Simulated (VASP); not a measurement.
# Tc (P6_3/mmc) in VASP: settings compared, part 2 of 2

VASP 6.6.1.

### 3 Single point, PBE+D4

This run uses another cell than the first one, of 14.14 Å³/atom.

The input, INCAR:

```
PREC = Accurate
ENCUT = 520
EDIFF = 1E-7
ISMEAR = 1
SIGMA = 0.1
LREAL = False
LASPH = True
NELM = 100
ALGO = Normal
ISIF = 2
LWAVE = False
LCHARG = False
GGA = PE
IVDW = 13
NBANDS = 20
```

The input, KPOINTS:

```
regular mesh
0
Gamma
  14 14 8
```

The input, POSCAR:

```
Tc
1.0
    2.7314523479      0.0000000000      0.0000000000
   -1.3657261739      2.3655071225      0.0000000000
    0.0000000000      0.0000000000      4.3753214039
Tc
2
Direct
    0.3333333333      0.6666666667      0.2500000000
    0.6666666667      0.3333333333      0.7500000000
```

Potentials or basis: VASP PAW PBE potentials, release 64 (Tc_pv).

Launch:

```
$ cat potpaw_PBE.64/Tc_pv/POTCAR > POTCAR
$ mpirun -np 1 vasp_std > vasp.out
```

OUTCAR:

```text
PREC = Accurate
   ENCUT = 520
   EDIFF = 1E-7
   ISMEAR = 1
   LREAL = False
   LASPH = True
   NELM = 100
   ISIF = 2
   GGA = PE
   IVDW = 13

 ion  position               nearest neighbor table
   1  0.333  0.667  0.250-   2 2.70   2 2.70   2 2.70   2 2.70   2 2.70   2 2.70
   2  0.667  0.333  0.750-   1 2.70   1 2.70   1 2.70   1 2.70   1 2.70   1 2.70

  LATTYP: Found a hexagonal cell.
 ALAT       =     2.7314523479
 C/A-ratio  =     1.6018296666

  Lattice vectors:

 A1 = (   2.7314523479,   0.0000000000,   0.0000000000)
 A2 = (  -1.3657261739,   2.3655071225,   0.0000000000)
 A3 = (   0.0000000000,   0.0000000000,   4.3753214039)

Analysis of symmetry for initial positions (statically):
=====================================================================
 Subroutine PRICEL returns:
 Original cell was already a primitive cell.

 Routine SETGRP: Setting up the symmetry group for a
 hexagonal supercell.

 Subroutine GETGRP returns: Found 24 space group operations
 (whereof 12 operations were pure point group operations)
 out of a pool of 24 trial point group operations.

The static configuration has the point symmetry D_3d.
 The point group associated with its full space group is D_6h.

Analysis of symmetry for dynamics (positions and initial velocities):
=====================================================================
 Subroutine PRICEL returns:
 Original cell was already a primitive cell.

 Routine SETGRP: Setting up the symmetry group for a
 hexagonal supercell.

 Subroutine GETGRP returns: Found 24 space group operations
 (whereof 12 operations were pure point group operations)
 out of a pool of 24 trial point group operations.

The dynamic configuration has the point symmetry D_3d.
 The point group associated with its full space group is D_6h.

 Subroutine INISYM returns: Found 24 space group operations
 (whereof 12 operations are pure point group operations),
 and found     1 'primitive' translations

[... 113 lines left out ...]
     AMIX     =   0.40;   BMIX     =  1.00
     AMIX_MAG =   1.60;   BMIX_MAG =  1.00
  volume/ion in A,a.u.               =      14.14        95.39
  Fermi-wavevector in a.u.,A,eV,Ry     =   1.592050  3.008538 34.485636  2.534623
  Thomas-Fermi vector in A             =   2.690495
   LORBIT       =      0    0 simple, 1 ext, 2 COOP (PROOUT), +10 PAW based schemes
   GGA     = PE    functional components
   LHFCALC =     F    Hartree Fock is set to
   AEXX    =    0.0000 exact exchange contribution
   IVDW    =    13    specifies the selected vdW correction
   LEPSILON=     F    determine dielectric tensor
   LRPA    =     F    only Hartree local field effects (RPA)
 non-spin polarized calculation
 Methfessel and Paxton  Order N= 1 SIGMA  =   0.10
  energy-cutoff  :      520.00
  volume of cell :       28.27
 maximum number of plane-waves:       778
   NGX = 11   NGY = 11   NGZ = 17

 number of electron      26.0000000 magnetization

 Free energy of the ion-electron system (eV)
  ---------------------------------------------------
  ext. energy  EPLUGINS =         0.00000000
  ---------------------------------------------------
  free energy    TOTEN  =       -20.69007550 eV

  energy without entropy =      -20.68896204  energy(sigma->0) =      -20.68970435

 E-fermi :  12.8305     XC(G=0): -13.8694

 val. band max:       12.8281987930   @ k =   0.1429   0.1429   0.1250
 cond. band min:      12.8330428146   @ k =   0.2857   0.0714   0.5000
 fundamental gap:      0.0048440216
 Fermi energy:        12.8304622643

 k-point     1 :       0.0000    0.0000    0.0000
  band No.  band energies     occupation
      1     -26.6229      2.00000
      2     -25.4707      2.00000
      3     -25.4707      2.00000
      4     -25.2762      2.00000
      5     -25.2762      2.00000
      6     -25.2349      2.00000
[... 541 lines left out ...]
     19      21.7493      0.00000
     20      27.1260      0.00000

 [... further k-points ...]

------------------------ aborting loop because EDIFF is reached ----------------------------------------

  DFT-D4 for vdW energy calculation

  Edisp (eV):   -1.22452

  FORCE on cell =-STRESS in cart. coord.  units (eV):
  Direction    XX          YY          ZZ          XY          YZ          ZX
  --------------------------------------------------------------------------------------
  -------------------------------------------------------------------------------------
  Total      -0.12121    -0.12121    -0.12057    -0.00000     0.00000    -0.00000
  in kB      -6.86942    -6.86942    -6.83304    -0.00000     0.00000    -0.00000
  external pressure =       -6.86 kB  Pullay stress =        0.00 kB

 VOLUME and BASIS-vectors are now :
 -----------------------------------------------------------------------------
  energy-cutoff  :      520.00
  volume of cell :       28.27
      direct lattice vectors                 reciprocal lattice vectors
     2.731452348  0.000000000  0.000000000     0.366105600  0.211371167  0.000000000
    -1.365726174  2.365507122  0.000000000     0.000000000  0.422742333  0.000000000
     0.000000000  0.000000000  4.375321404     0.000000000  0.000000000  0.228554638

 POSITION                                       TOTAL-FORCE (eV/Angst)
 -----------------------------------------------------------------------------------
     -0.00000      1.57700      1.09383        -0.000000     -0.000000      0.000000
      1.36573      0.78850      3.28149         0.000000      0.000000      0.000000
 -----------------------------------------------------------------------------------
    total drift:                               -0.000000      0.000000     -0.000000

  FREE ENERGIE OF THE ION-ELECTRON SYSTEM (eV)
  ---------------------------------------------------
  free  energy   TOTEN  =       -21.9145964962 eV

  energy  without entropy=      -21.9134830356  energy(sigma->0) =      -21.91422534
```

stdout:

```text
POSCAR found type information on POSCAR Tc
 POSCAR found :  1 types and       2 ions
 scaLAPACK will be used
 LDA part: xc-table for (Slater+PW92), standard interpolation
 POSCAR, INCAR and KPOINTS ok, starting setup
 FFT: planning ... GRIDC
 FFT: planning ... GRID_SOFT
 FFT: planning ... GRID
 WAVECAR not read
 entering main loop
```

Wall time 26 s (1 thread of AMD EPYC 9R45 (Zen 5), shared host); peak memory 0.15 GiB.

Results:

* Free energy: -21.9146 eV
* Pressure: -0.7 GPa
* Band gap on the k mesh: zero (bands 13 and 14 overlap by 3.42 eV)
* Dispersion energy per atom: -0.612 eV

### 4 Single point, r2SCAN+rVV10

This run uses another cell than the first one, of 14.10 Å³/atom.

The input, POSCAR:

```
Tc
1.0
    2.7280682633      0.0000000000      0.0000000000
   -1.3640341316      2.3625764193      0.0000000000
    0.0000000000      0.0000000000      4.3741009435
Tc
2
Direct
    0.3333333333      0.6666666667      0.2500000000
    0.6666666667      0.3333333333      0.7500000000
```

The input, INCAR.step1:

```
PREC     = Accurate       # precision mode
ENCUT    = 520            # plane-wave cutoff, eV
ISMEAR   = 1              # smearing method
SIGMA    = 0.1            # smearing width, eV
LREAL    = False          # projectors in reciprocal space
LASPH    = True           # aspherical terms in the spheres
NELM     = 80             # most SCF steps
NBANDS   = 20             # bands
GGA      = PE             # functional
ALGO     = Normal         # electronic algorithm
EDIFF    = 1E-4           # SCF threshold, eV
LWAVE    = True           # write WAVECAR
LCHARG   = False          # write CHGCAR
```

The input, INCAR.step2:

```
PREC     = Accurate       # precision mode
ENCUT    = 520            # plane-wave cutoff, eV
EDIFF    = 1E-7           # SCF threshold, eV
ISMEAR   = 1              # smearing method
SIGMA    = 0.1            # smearing width, eV
LREAL    = False          # projectors in reciprocal space
LASPH    = True           # aspherical terms in the spheres
NELM     = 80             # most SCF steps
ALGO     = Normal         # electronic algorithm
ISIF     = 2              # what is computed and relaxed
LWAVE    = False          # write WAVECAR
LCHARG   = False          # write CHGCAR
METAGGA  = R2SCAN         # meta-GGA
LMIXTAU  = True         
LUSE_VDW = True         
IVDW_NL  = 2            
BPARAM   = 11.95        
CPARAM   = 0.0093       
NBANDS   = 20             # bands
ISTART   = 1
```

KPOINTS is that of step 3.

Potentials or basis: VASP PAW PBE potentials, release 64 (Tc_pv).

Launch:

```
$ cat potpaw_PBE.64/Tc_pv/POTCAR > POTCAR
$ cp INCAR.step1 INCAR
$ mpirun -np 1 vasp_std > vasp.out
$ cp INCAR.step2 INCAR
$ mpirun -np 1 vasp_std > vasp.out
```

OUTCAR:

```text
PREC = Accurate
   ENCUT = 520
   EDIFF = 1E-7
   ISMEAR = 1
   LREAL = False
   LASPH = True
   NELM = 80
   ISIF = 2
   METAGGA = R2SCAN
   IVDW_NL = 2
   BPARAM = 11.95
   ISTART = 1

 ion  position               nearest neighbor table
   1  0.333  0.667  0.250-   2 2.70   2 2.70   2 2.70   2 2.70   2 2.70   2 2.70
   2  0.667  0.333  0.750-   1 2.70   1 2.70   1 2.70   1 2.70   1 2.70   1 2.70

  LATTYP: Found a hexagonal cell.
 ALAT       =     2.7280682633
 C/A-ratio  =     1.6033693153

  Lattice vectors:

 A1 = (   2.7280682633,   0.0000000000,   0.0000000000)
 A2 = (  -1.3640341316,   2.3625764193,   0.0000000000)
 A3 = (   0.0000000000,   0.0000000000,   4.3741009435)

Analysis of symmetry for initial positions (statically):
=====================================================================
 Subroutine PRICEL returns:
 Original cell was already a primitive cell.

 Routine SETGRP: Setting up the symmetry group for a
 hexagonal supercell.

 Subroutine GETGRP returns: Found 24 space group operations
 (whereof 12 operations were pure point group operations)
 out of a pool of 24 trial point group operations.

The static configuration has the point symmetry D_3d.
 The point group associated with its full space group is D_6h.

Analysis of symmetry for dynamics (positions and initial velocities):
=====================================================================
 Subroutine PRICEL returns:
 Original cell was already a primitive cell.

 Routine SETGRP: Setting up the symmetry group for a
 hexagonal supercell.

 Subroutine GETGRP returns: Found 24 space group operations
 (whereof 12 operations were pure point group operations)
 out of a pool of 24 trial point group operations.

The dynamic configuration has the point symmetry D_3d.
 The point group associated with its full space group is D_6h.
[... 112 lines left out ...]
   EMIN   =  10.00;   EMAX   =-10.00  energy-range for DOS
   EFERMI =   0.00;   METHOD = LEGACY
   ISMEAR =     1;   SIGMA  =   0.10  broadening in eV -4-tet -1-fermi 0-gaus
   EFERMI_NEDOS =   21; number of points for ismear=-14 and -15
   IALGO  =     38    algorithm
   IMIX   =      4    mixing-type and parameters
     AMIX     =   0.40;   BMIX     =  1.00
     AMIX_MAG =   1.60;   BMIX_MAG =  1.00
  volume/ion in A,a.u.               =      14.10        95.13
  Fermi-wavevector in a.u.,A,eV,Ry     =   1.593514  3.011305 34.549111  2.539288
  Thomas-Fermi vector in A             =   2.691732
   LORBIT       =      0    0 simple, 1 ext, 2 COOP (PROOUT), +10 PAW based schemes
   METAGGA = R2SCAN    functional components
   LHFCALC =     F    Hartree Fock is set to
   AEXX    =    0.0000 exact exchange contribution
   IVDW_NL    =     2    kernel type
   BPARAM     =11.9500
   IVDW    =     0    specifies the selected vdW correction
   LEPSILON=     F    determine dielectric tensor
   LRPA    =     F    only Hartree local field effects (RPA)
 non-spin polarized calculation
 Methfessel and Paxton  Order N= 1 SIGMA  =   0.10
  energy-cutoff  :      520.00
  volume of cell :       28.19
 maximum number of plane-waves:       778
   NGX = 11   NGY = 11   NGZ = 17

 number of electron      26.0000001 magnetization

 Free energy of the ion-electron system (eV)
  ---------------------------------------------------
  ext. energy  EPLUGINS =         0.00000000
  ---------------------------------------------------
  free energy    TOTEN  =       -51.52819396 eV

  energy without entropy =      -51.52694081  energy(sigma->0) =      -51.52777624

 E-fermi :  12.7884     XC(G=0): -15.2401

 val. band max:       12.7793981469   @ k =   0.3571   0.2857   0.5000
 cond. band min:      12.8017740315   @ k =   0.0000   0.0000   0.2500
 fundamental gap:      0.0223758846
 Fermi energy:        12.7883928755

 k-point     1 :       0.0000    0.0000    0.0000
  band No.  band energies     occupation
      1     -28.0077      2.00000
      2     -26.7491      2.00000
      3     -26.7491      2.00000
      4     -26.5397      2.00000
      5     -26.5397      2.00000
      6     -26.4976      2.00000
[... 541 lines left out ...]
     19      22.1702      0.00000
     20      27.7616      0.00000

 [... further k-points ...]

------------------------ aborting loop because EDIFF is reached ----------------------------------------

  FORCE on cell =-STRESS in cart. coord.  units (eV):
  Direction    XX          YY          ZZ          XY          YZ          ZX
  --------------------------------------------------------------------------------------
  -------------------------------------------------------------------------------------
  Total        0.1709051      0.1709051      0.2326667      0.0000000      0.0000000      0.0000000
  in kB        9.7126028      9.7126028     13.2225384      0.0000000      0.0000000      0.0000000
  external PRESSURE =      10.8825814 kB  Pullay stress =       0.0000000 kB

 VOLUME and BASIS-vectors are now :
 -----------------------------------------------------------------------------
  energy-cutoff  :      520.00
  volume of cell :       28.19
      direct lattice vectors                 reciprocal lattice vectors
     2.728068263  0.000000000  0.000000000     0.366559742  0.211633366  0.000000000
    -1.364034132  2.362576419  0.000000000     0.000000000  0.423266732  0.000000000
     0.000000000  0.000000000  4.374100944     0.000000000  0.000000000  0.228618409

 POSITION                                       TOTAL-FORCE (eV/Angst)
 -----------------------------------------------------------------------------------
     -0.00000      1.57505      1.09353         0.000000     -0.000000      0.000000
      1.36403      0.78753      3.28058        -0.000000      0.000000      0.000000
 -----------------------------------------------------------------------------------
    total drift:                               -0.000000      0.000000     -0.000000

  FREE ENERGIE OF THE ION-ELECTRON SYSTEM (eV)
  ---------------------------------------------------
  free  energy   TOTEN  =       -51.5281939621 eV

  energy  without entropy=      -51.5269408093  energy(sigma->0) =      -51.52777624
```

OSZICAR.step1:

```text
N       E                     dE             d eps       ncg     rms          rms(c)
DAV:   1     0.312238016459E+03    0.31224E+03   -0.16371E+04  4832   0.137E+03
DAV:   2    -0.142339270861E+02   -0.32647E+03   -0.31929E+03  5064   0.410E+02
DAV:   3    -0.220758860848E+02   -0.78420E+01   -0.77864E+01  5480   0.746E+01
DAV:   4    -0.221227313254E+02   -0.46845E-01   -0.46842E-01  5300   0.636E+00
DAV:   5    -0.221231751260E+02   -0.44380E-03   -0.44380E-03  5460   0.602E-01    0.243E+01
DAV:   6    -0.208506217433E+02    0.12726E+01   -0.23601E+00  5284   0.148E+01    0.770E+00
DAV:   7    -0.206962528487E+02    0.15437E+00   -0.41960E-01  5436   0.589E+00    0.927E-01
DAV:   8    -0.206868450132E+02    0.94078E-02   -0.96181E-03  4964   0.946E-01    0.216E-01
DAV:   9    -0.206869039073E+02   -0.58894E-04   -0.20869E-04  4568   0.137E-01
   1 F= -.20686904E+02 E0= -.20686548E+02  d E =-.106786E-02
```

Run time: 2.3 min. Hardware: 1 thread of AMD EPYC 9R45 (Zen 5), shared host; peak memory 0.23 GiB.

Results:

| Item | Value |
| --- | --- |
| Free energy | -51.5282 eV |
| Pressure | 1.1 GPa |
| Band gap on the k mesh | zero (bands 13 and 14 overlap by 3.51 eV) |

Caveat: the PAW data sets were made with another functional, which shifts forces and pressure a little.

### 5 Single point, r2SCAN+D4

This run uses another cell than the first one, of 14.11 Å³/atom.

The input, POSCAR:

```
Tc
1.0
    2.7293464796      0.0000000000      0.0000000000
   -1.3646732398      2.3636833871      0.0000000000
    0.0000000000      0.0000000000      4.3751018970
Tc
2
Direct
    0.3333333333      0.6666666667      0.2500000000
    0.6666666667      0.3333333333      0.7500000000
```

The input, INCAR.step1:

```
SYSTEM = Tc
ALGO = Normal
EDIFF = 1E-4
ENCUT = 520
GGA = PE
ISMEAR = 1
LASPH = .True.
LCHARG = .False.
LREAL = .False.
LWAVE = .True.
NBANDS = 20
NELM = 60
PREC = Accurate
SIGMA = 0.1
```

The input, INCAR.step2:

```
SYSTEM = Tc
ALGO = Normal
EDIFF = 1E-6
ENCUT = 520
ISIF = 2
ISMEAR = 1
ISTART = 1
IVDW = 13
LASPH = .True.
LCHARG = .True.
LELF = .True.
LMIXTAU = .True.
LREAL = .False.
LVHAR = .True.
LWAVE = .False.
METAGGA = R2SCAN
NBANDS = 20
NELM = 60
PREC = Accurate
SIGMA = 0.1
VDW_A1 = 0.51559235
VDW_A2 = 5.77342911
VDW_S6 = 1.0
VDW_S8 = 0.6018749
```

The input, KPOINTS:

```
k-points
0
Gamma
  14 14 8
  0 0 0
```

Launch:

```
$ cat potpaw_PBE.64/Tc_pv/POTCAR > POTCAR
$ cp INCAR.step1 INCAR
$ mpirun -np 1 vasp_std > vasp.out
$ cp INCAR.step2 INCAR
$ mpirun -np 1 vasp_std > vasp.out
```

It took 94 s on 1 thread of AMD EPYC 9R45 (Zen 5), shared host; peak memory 0.15 GiB.

Results (log left out):

| Item | Value |
| --- | --- |
| Free energy | -52.3338 eV |
| Pressure | 0.6 GPa |
| Band gap on the k mesh | zero (bands 13 and 14 overlap by 3.51 eV) |
| Dispersion energy per atom | -0.201 eV |

Stress tensor (GPa, compression positive):
```
0.50 0.00 0.00
0.00 0.50 0.00
0.00 0.00 0.80
```

Levels at points of the mesh, in eV from the Fermi level:
```
           k point  band 11  band 12  band 13  band 14  band 15  band 16
(0.00, 0.00, 0.00)    -1.54    -0.84    -0.84    -0.09    -0.09     1.74
(0.50, 0.00, 0.00)    -1.19    -0.99    -0.49     3.16     3.58     3.61
(0.00, 0.00, 0.50)    -1.75    -1.75    -1.75    -1.75     2.04     2.04
(0.50, 0.00, 0.50)     0.19     0.19     1.51     1.51     3.43     3.43
```

Caveat: the PAW data sets were made with another functional, which shifts forces and pressure a little.

### 6 Overview

```csv
level,potentials or basis,cell,gap on the mesh (eV),pressure (GPa)
LDA,"VASP PAW LDA potentials, release 64 (Tc_pv)","a = 2.708, b = 2.708, c = 4.334 Å, angles 90.0, 90.0, 120.0°, 2 atoms",none,0.0
PBE+D4,"VASP PAW PBE potentials, release 64 (Tc_pv)","a = 2.731, b = 2.731, c = 4.375 Å, angles 90.0, 90.0, 120.0°, 2 atoms",none,-0.7
r2SCAN+rVV10,"VASP PAW PBE potentials, release 64 (Tc_pv)","a = 2.728, b = 2.728, c = 4.374 Å, angles 90.0, 90.0, 120.0°, 2 atoms",none,1.1
r2SCAN+D4,"VASP PAW PBE potentials, release 64 (Tc_pv)","a = 2.729, b = 2.729, c = 4.375 Å, angles 90.0, 90.0, 120.0°, 2 atoms",none,0.6
```

Alike in all rows: task single point; no spin polarisation; k mesh 14 × 14 × 8; cutoff (eV) 520; smearing methfessel-paxton 0.1 eV.

Caveats: the PAW data sets were made with another functional, which shifts forces and pressure a little (at least some runs).

Total energies depend on the potentials used, so only differences within one code and one set of settings carry meaning.

The gap in the log of VASP goes by the Fermi energy; the results here count the filled bands.